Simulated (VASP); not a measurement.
# AlCu (Pm-3m) in VASP: settings compared

The runs below take AlCu through single point, relaxation of cell and atoms, with PBEsol, LDA.

Program: VASP 6.6.1. These are calculated values, not measurements. Logs are shortened: lines on timing, memory, paths and dates and some standing lists are left out, and cuts for length are marked.

### Step 1. The cell of the first run

Symmetry: Pm-3m, No. 221, cubic system. The conventional cell has a = 2.960 Å, b = 2.960 Å, c = 2.960 Å, α = 90.00°, β = 90.00°, γ = 90.00°. Al (site symmetry m-3m) has 8 Cu at 2.56 Å and 6 Al at 2.96 Å within 3.4 Å. Cu (site symmetry m-3m) has 8 Al at 2.56 Å and 6 Cu at 2.96 Å within 3.4 Å.

### Step 2. Single point, PBEsol

The input, INCAR:

```
SYSTEM = AlCu
  PREC = Accurate
  ENCUT = 520
  EDIFF = 1E-6
  ISMEAR = -1
  SIGMA = 0.1
  LREAL = .FALSE.
  LASPH = .TRUE.
  NELM = 100
  ALGO = Normal
  ISIF = 2
  LWAVE = .FALSE.
  LCHARG = .FALSE.
  GGA = PS
  NBANDS = 14
```

The input, KPOINTS:

```
Automatic mesh
0
G
  7 7 7
  0 0 0
```

The input, POSCAR:

```
AlCu
1.0
    2.9601825127      0.0000000000      0.0000000000
    0.0000000000      2.9601825127      0.0000000000
    0.0000000000      0.0000000000      2.9601825127
Al Cu
1 1
Direct
    0.0000000000      0.0000000000      0.0000000000
    0.5000000000      0.5000000000      0.5000000000
```

Potentials or basis: VASP PAW PBE potentials, release 64 (Al, Cu).

Started as:

```bash
cat potpaw_PBE.64/Al/POTCAR potpaw_PBE.64/Cu/POTCAR > POTCAR
mpirun -np 1 vasp_std > vasp.out
```

OUTCAR:

```text
SYSTEM = AlCu
   PREC = Accurate
   ENCUT = 520
   EDIFF = 1E-6
   ISMEAR = -1
   LREAL = .FALSE.
   LASPH = .TRUE.
   NELM = 100
   ISIF = 2
   GGA = PS

 ion  position               nearest neighbor table
   1  0.000  0.000  0.000-   2 2.56   2 2.56   2 2.56   2 2.56   2 2.56   2 2.56   2 2.56   2 2.56

   2  0.500  0.500  0.500-   1 2.56   1 2.56   1 2.56   1 2.56   1 2.56   1 2.56   1 2.56   1 2.56

  LATTYP: Found a simple cubic cell.
 ALAT       =     2.9601825127

  Lattice vectors:

 A1 = (   2.9601825127,   0.0000000000,   0.0000000000)
 A2 = (   0.0000000000,   2.9601825127,   0.0000000000)
 A3 = (   0.0000000000,   0.0000000000,   2.9601825127)

Analysis of symmetry for initial positions (statically):
=====================================================================
 Subroutine PRICEL returns:
 Original cell was already a primitive cell.

 Routine SETGRP: Setting up the symmetry group for a
 simple cubic supercell.

 Subroutine GETGRP returns: Found 48 space group operations
 (whereof 48 operations were pure point group operations)
 out of a pool of 48 trial point group operations.

The static configuration has the point symmetry O_h .

Analysis of symmetry for dynamics (positions and initial velocities):
=====================================================================
 Subroutine PRICEL returns:
 Original cell was already a primitive cell.

 Routine SETGRP: Setting up the symmetry group for a
 simple cubic supercell.

 Subroutine GETGRP returns: Found 48 space group operations
 (whereof 48 operations were pure point group operations)
 out of a pool of 48 trial point group operations.

The dynamic configuration has the point symmetry O_h .

 Subroutine INISYM returns: Found 48 space group operations
 (whereof 48 operations are pure point group operations),
 and found     1 'primitive' translations

----------------------------------------------------------------------------------------

                                     Primitive cell

  volume of cell :      25.9391

  direct lattice vectors                    reciprocal lattice vectors
     2.960182513  0.000000000  0.000000000     0.337817008  0.000000000  0.000000000
     0.000000000  2.960182513  0.000000000     0.000000000  0.337817008  0.000000000
     0.000000000  0.000000000  2.960182513     0.000000000  0.000000000  0.337817008

  length of vectors
     2.960182513  2.960182513  2.960182513     0.337817008  0.337817008  0.337817008

  position of ions in fractional coordinates (direct lattice)
     0.000000000  0.000000000  0.000000000
     0.500000000  0.500000000  0.500000000

  ion indices of the primitive-cell ions
   primitive index   ion index
                 1           1
                 2           2

----------------------------------------------------------------------------------------

 KPOINTS: Automatic mesh

Automatic generation of k-mesh.
 Grid dimensions read from file:
 generate k-points for:    7    7    7

 Generating k-lattice:

  Cartesian coordinates                     Fractional coordinates (reciprocal lattice)
     0.048259573  0.000000000  0.000000000     0.142857143  0.000000000  0.000000000
     0.000000000  0.048259573  0.000000000     0.000000000  0.142857143  0.000000000
     0.000000000  0.000000000  0.048259573     0.000000000  0.000000000  0.142857143

  Length of vectors
     0.048259573  0.048259573  0.048259573

  Shift w.r.t. Gamma in fractional coordinates (k-lattice)
     0.000000000  0.000000000  0.000000000

 Subroutine IBZKPT returns following result:
 ===========================================

 Found     20 irreducible k-points:

 Following reciprocal coordinates:
            Coordinates               Weight
  0.000000  0.000000  0.000000      1.000000
  0.142857  0.000000  0.000000      6.000000
  0.285714  0.000000  0.000000      6.000000
  0.428571  0.000000  0.000000      6.000000
  0.142857  0.142857  0.000000     12.000000
  0.285714  0.142857  0.000000     24.000000
[... 12 lines left out ...]
  0.428571  0.428571  0.285714     24.000000
  0.428571  0.428571  0.428571      8.000000
   k-points           NKPTS =     20   k-points in BZ     NKDIM =     20   number of bands    NBANDS=     14
   number of dos      NEDOS =    301   number of ions     NIONS =      2
   total plane-waves  NPLWV =  13824
   dimension x,y,z NGX =    24 NGY =   24 NGZ =   24
   dimension x,y,z NGXF=    48 NGYF=   48 NGZF=   48
   ions per type =               1   1
   NGX,Y,Z   is equivalent  to a cutoff of  13.48, 13.48, 13.48 a.u.
   NGXF,Y,Z  is equivalent  to a cutoff of  26.96, 26.96, 26.96 a.u.
 SYSTEM =  AlCu
   PREC   = accura    normal or accurate (medium, high low for compatibility)
   ISTART =      0    job   : 0-new  1-cont  2-samecut
   ICHARG =      2    charge: 1-file 2-atom 10-const
   ISPIN  =      1    spin polarized calculation?
   LNONCOLLINEAR =      F non collinear calculations
   LSORBIT =      F    spin-orbit coupling
   LASPH  =      T    aspherical Exc in radial PAW
   ENCUT  =  520.0 eV  38.22 Ry    6.18 a.u.   5.50  5.50  5.50*2*pi/ulx,y,z
   NELM   =    100;   NELMIN=  2; NELMDL= -5     # of ELM steps
   EDIFF  = 0.1E-05   stopping-criterion for ELM
   LREAL  =      F    real-space projection
   EDIFFG = 0.1E-04   stopping-criterion for IOM
   NSW    =      0    number of steps for IOM
   IBRION =     -1    ionic relax: 0-MD 1-quasi-New 2-CG
   NFREE  =      0    steps in history (QN), initial steepest desc. (CG)
   ISIF   =      2    stress and relaxation
   ISYM   =      2    0-nonsym 1-usesym 2-fastsym
   POTIM  = 0.5000    time-step for ionic-motion
   TEBEG  =    0.0;   TEEND  =   0.0 temperature during run
   PSTRESS=    0.0 pullay stress
   NELECT =      14.0000    total number of electrons
   NUPDOWN=      -1.0000    fix difference up-down
   EMIN   =  10.00;   EMAX   =-10.00  energy-range for DOS
   EFERMI =   0.00;   METHOD = LEGACY
   ISMEAR =    -1;   SIGMA  =   0.10  broadening in eV -4-tet -1-fermi 0-gaus
   EFERMI_NEDOS =   21; number of points for ismear=-14 and -15
   IALGO  =     38    algorithm
   IMIX   =      4    mixing-type and parameters
     AMIX     =   0.40;   BMIX     =  1.00
     AMIX_MAG =   1.60;   BMIX_MAG =  1.00
  volume/ion in A,a.u.               =      12.97        87.52
  Fermi-wavevector in a.u.,A,eV,Ry     =   1.332904  2.518824 24.172577  1.776634
  Thomas-Fermi vector in A             =   2.461804
   LORBIT       =      0    0 simple, 1 ext, 2 COOP (PROOUT), +10 PAW based schemes
   GGA     = PS    functional components
   LHFCALC =     F    Hartree Fock is set to
   AEXX    =    0.0000 exact exchange contribution
   IVDW    =     0    specifies the selected vdW correction
   LEPSILON=     F    determine dielectric tensor
   LRPA    =     F    only Hartree local field effects (RPA)
 non-spin polarized calculation
  energy-cutoff  :      520.00
  volume of cell :       25.94
 maximum number of plane-waves:       739
 NGX is ok and might be reduce to    24
   NGX = 11   NGY = 11   NGZ = 11

 number of electron      14.0000017 magnetization

 Free energy of the ion-electron system (eV)
  ---------------------------------------------------
  ext. energy  EPLUGINS =         0.00000000
  ---------------------------------------------------
  free energy    TOTEN  =        -8.74952512 eV

  energy without entropy =       -8.73197877  energy(sigma->0) =       -8.74075194

 E-fermi :   9.4574     XC(G=0): -11.7852

 val. band max:        9.1462178722   @ k =   0.4286   0.4286   0.1429
 cond. band min:       9.6269661820   @ k =   0.4286   0.4286   0.2857
 fundamental gap:      0.4807483098
 Fermi energy:         9.4573658919

 k-point     1 :       0.0000    0.0000    0.0000
  band No.  band energies     occupation
      1      -2.3491      2.00000
      2       4.3654      2.00000
      3       4.3654      2.00000
      4       5.4456      2.00000
      5       5.4456      2.00000
      6       5.4456      2.00000
      7      13.3581      0.00000
      8      13.3581      0.00000
      9      13.3581      0.00000
     10      15.8090      0.00000
     11      15.8090      0.00000
     12      19.9802      0.00000
     13      28.1609      0.00000
     14      28.1609      0.00000

 k-point     2 :       0.1429    0.0000    0.0000
  band No.  band energies     occupation
      1      -1.9959      2.00000
      2       4.3703      2.00000
      3       4.4177      2.00000
      4       5.3510      2.00000
      5       5.3510      2.00000
      6       5.4561      2.00000
      7      10.6471      0.00001
      8      13.7806      0.00000
      9      13.7806      0.00000
     10      15.9251      0.00000
     11      17.7984      0.00000
     12      21.5540      0.00000
     13      25.3542      0.00000
     14      25.3542      0.00000

 k-point     3 :       0.2857    0.0000    0.0000
  band No.  band energies     occupation
      1      -0.9548      2.00000
      2       4.1179      2.00000
      3       4.5375      2.00000
      4       5.1534      2.00000
      5       5.1534      2.00000
      6       5.4799      2.00000
      7       7.6726      2.00000
      8      14.9675      0.00000
      9      14.9675      0.00000
     10      16.2455      0.00000
     11      19.2240      0.00000
     12      22.0364      0.00000
     13      22.0364      0.00000
     14      24.5205      0.00000
[... 256 lines left out ...]
 k-point    19 :       0.4286    0.4286    0.2857
  band No.  band energies     occupation
      1       3.2874      2.00000
      2       4.0699      2.00000
      3       4.1220      2.00000
      4       5.2284      2.00000
      5       5.7182      2.00000
      6       6.6623      2.00000
      7       8.0921      2.00000
      8       9.6270      0.30998
      9      11.2044      0.00000
     10      13.4041      0.00000
     11      15.2880      0.00000
     12      15.8189      0.00000
     13      18.5309      0.00000
     14      29.5208      0.00000

 k-point    20 :       0.4286    0.4286    0.4286
  band No.  band energies     occupation
      1       3.6477      2.00000
      2       3.8959      2.00000
      3       3.8959      2.00000
      4       5.7490      2.00000
      5       5.7490      2.00000
      6       8.0096      2.00000
      7       9.7941      0.06665
      8       9.7941      0.06665
      9      11.2139      0.00000
     10      12.5250      0.00000
     11      12.5250      0.00000
     12      13.5743      0.00000
     13      15.7355      0.00000
     14      33.2713      0.00000

------------------------ aborting loop because EDIFF is reached ----------------------------------------

  FORCE on cell =-STRESS in cart. coord.  units (eV):
  Direction    XX          YY          ZZ          XY          YZ          ZX
  --------------------------------------------------------------------------------------
  -------------------------------------------------------------------------------------
  Total        0.1255657      0.1255657      0.1255657      0.0000000      0.0000000      0.0000000
  in kB        7.7557926      7.7557926      7.7557926      0.0000000      0.0000000      0.0000000
  external PRESSURE =       7.7557926 kB  Pullay stress =       0.0000000 kB

 VOLUME and BASIS-vectors are now :
 -----------------------------------------------------------------------------
  energy-cutoff  :      520.00
  volume of cell :       25.94
      direct lattice vectors                 reciprocal lattice vectors
     2.960182513  0.000000000  0.000000000     0.337817008  0.000000000  0.000000000
     0.000000000  2.960182513  0.000000000     0.000000000  0.337817008  0.000000000
     0.000000000  0.000000000  2.960182513     0.000000000  0.000000000  0.337817008

 POSITION                                       TOTAL-FORCE (eV/Angst)
 -----------------------------------------------------------------------------------
      0.00000      0.00000      0.00000         0.000000      0.000000      0.000000
      1.48009      1.48009      1.48009         0.000000      0.000000      0.000000
 -----------------------------------------------------------------------------------
    total drift:                                0.000000      0.000000     -0.000000

  FREE ENERGIE OF THE ION-ELECTRON SYSTEM (eV)
  ---------------------------------------------------
  free  energy   TOTEN  =        -8.7495251191 eV

  energy  without entropy=       -8.7319787680  energy(sigma->0) =       -8.74075194
```

Run time: 8.2 s. Hardware: 1 thread of Intel Xeon 8259CL, shared host; peak memory 0.14 GiB.

Results:

| Quantity | Value |
| --- | --- |
| Free energy | -8.7495 eV |
| Pressure | 0.8 GPa |
| Band gap on the k mesh | zero (band 7 reaches 13.36 eV, above the bottom of band 8 at 8.99 eV) |

Caveat: the PAW data sets were made with another functional, which shifts forces and pressure a little.

### Step 3. Single point, LDA

The input, INCAR:

```
SYSTEM = AlCu
PREC = Accurate ; ENCUT = 520
EDIFF = 1E-6 ; ISMEAR = -1
SIGMA = 0.1 ; LREAL = .FALSE.
LASPH = .TRUE. ; NELM = 80
ALGO = Normal ; ISIF = 2
LWAVE = .FALSE. ; LCHARG = .FALSE.
GGA = CA ; NBANDS = 14
```

The input, KPOINTS:

```
regular mesh
0
G
  9 9 9
  0 0 0
```

POSCAR is that of step 2.

Potentials or basis: VASP PAW LDA potentials, release 64 (Al, Cu).

Started as:

```bash
cat potpaw_LDA.64/Al/POTCAR potpaw_LDA.64/Cu/POTCAR > POTCAR
mpirun -np 1 vasp_std > vasp.out
```

Wall time 9.6 s (1 thread of Intel Xeon 8259CL, shared host); peak memory 0.13 GiB.

Results (log left out):

* Free energy: -9.2096 eV
* Pressure: -3.5 GPa
* Band gap on the k mesh: zero (band 7 reaches 13.21 eV, above the bottom of band 8 at 8.76 eV)

Levels at points of the mesh, in eV from the Fermi level:
```csv
k point,band 3,band 4,band 5,band 6,band 7,band 8,band 9,band 10,band 11,band 12
"(0.00, 0.00, 0.00)",-5.07,-4.01,-4.01,-4.01,3.96,3.96,3.96,6.52,6.52,10.42
```

### Step 4. Relaxation of cell and atoms, PBEsol

This run uses another cell than the first one, of 13.47 Å³/atom, 1.038 times its volume.

The input, INCAR:

```
PREC = Accurate
ENCUT = 600
EDIFF = 1E-6
ISMEAR = -1
SIGMA = 0.1
LREAL = F
LASPH = T
NELM = 80
ALGO = Normal
ISIF = 3
LWAVE = F
LCHARG = F
GGA = PS
IBRION = 2
NSW = 60
EDIFFG = -0.01
```

The input, KPOINTS:

```
regular mesh
0
Gamma
  7 7 7
```

The input, POSCAR:

```
AlCu
1.0
    2.9975090000      0.0000000000      0.0000000000
    0.0000000000      2.9975090000      0.0000000000
    0.0000000000      0.0000000000      2.9975090000
Al Cu
1 1
Direct
    0.0000000000      0.0000000000      0.0000000000
    0.5000000000      0.5000000000      0.5000000000
```

Potentials or basis: VASP PAW PBE potentials, release 64 (Al, Cu).

Started as:

```bash
cat potpaw_PBE.64/Al/POTCAR potpaw_PBE.64/Cu/POTCAR > POTCAR
mpirun -np 1 vasp_std > vasp.out
```

Wall time 23 s (1 thread of Intel Xeon 8259CL, shared host); peak memory 0.14 GiB.

Results (log left out):

```
Free energy                            : -8.7500 eV
Relaxed volume                         : 13.02 Å³/atom
Relaxed cell                           : a = 2.964 Å, b = 2.964 Å, c = 2.964 Å, α = 90.00°, β = 90.00°, γ = 90.00°
Space group after relaxing (to 0.05 Å) : Pm-3m (No. 221)
Energy gained by relaxing              : 5.8 meV/atom
Ionic steps                            : 4
Pressure after relaxing                : -0.1 GPa
Band gap on the k mesh                 : zero (band 7 reaches 13.30 eV, above the bottom of band 8 at 8.94 eV)
```

The path:
```tsv
step	energy change (eV)	largest force (eV/Å)	pressure (GPa)	volume (Å³)
1	0.0000	0.0000	-3.65	26.93
2	-0.0106	0.0000	1.39	25.75
3	-0.0117	0.0000	0.15	26.01
4	-0.0117	0.0000	-0.06	26.04
```

Final structure:
```
Al Cu
1.0
     2.96398    0.00000    0.00000
     0.00000    2.96398    0.00000
     0.00000    0.00000    2.96398
Al Cu
1 1
Direct
  0.00000 0.00000 0.00000
  0.50000 0.50000 0.50000
```

Levels at points of the mesh, in eV from the Fermi level:
| k point | band 3 | band 4 | band 5 | band 6 | band 7 | band 8 | band 9 | band 10 | band 11 |
| --- | --- | --- | --- | --- | --- | --- | --- | --- | --- |
| (0.00, 0.00, 0.00) | -5.07 | -4.00 | -4.00 | -4.00 | 3.89 | 3.89 | 3.89 | 6.35 | 6.35 |

Caveat: the PAW data sets were made with another functional, which shifts forces and pressure a little.

### Step 5. Summary

```csv
task,level,potentials or basis,cell,k mesh,cutoff (eV),gap on the mesh (eV),pressure (GPa)
single point,PBEsol,"VASP PAW PBE potentials, release 64 (Al, Cu)","a = 2.960 Å, 2 atoms",7 × 7 × 7,520,none,0.8
single point,LDA,"VASP PAW LDA potentials, release 64 (Al, Cu)","a = 2.960 Å, 2 atoms",9 × 9 × 9,520,none,-3.5
relaxation of cell and atoms,PBEsol,"VASP PAW PBE potentials, release 64 (Al, Cu)","relaxed from a = 2.998 Å, 2 atoms",7 × 7 × 7,600,none,-0.1
```

Alike in all rows: no spin polarisation; smearing fermi-dirac 0.1 eV.

Caveats: the PAW data sets were made with another functional, which shifts forces and pressure a little (some runs).

Absolute energies hang on the potentials; compare differences alone.
